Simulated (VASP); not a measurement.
Runs of VASP 6.6.1 on GaN. The structure is that of space group F-43m (No. 216), or close to it. The cells are those of the table. 

| cell | gap on the mesh (eV) | pressure (GPa) |
| --- | --- | --- |
| a = 3.160 Å, angles 60.0°, 2 atoms | 1.89 | (a) |
| a = 3.265 Å, angles 60.0°, 2 atoms | 1.26 | -6.8 |
| a = 3.213 Å, angles 60.0°, 2 atoms | 1.56 | 0.6 |
| a = 3.077 Å, angles 60.0°, 2 atoms | (b) | 30.5 |
| a = 3.105 Å, angles 60.0°, 2 atoms | 2.23 | 22.8 |

Alike in all rows: task single point; level PBE; potentials or basis VASP PAW PBE potentials, release 64 (Ga_d, N); no spin polarisation; k mesh 8 × 8 × 8; cutoff (eV) 520; smearing methfessel-paxton 0.02 eV.

Estimate the missing entries.

(a) 10.2; (b) 2.40.

A k mesh can miss the band edges, and the runs leave out spin-orbit coupling on Ga.
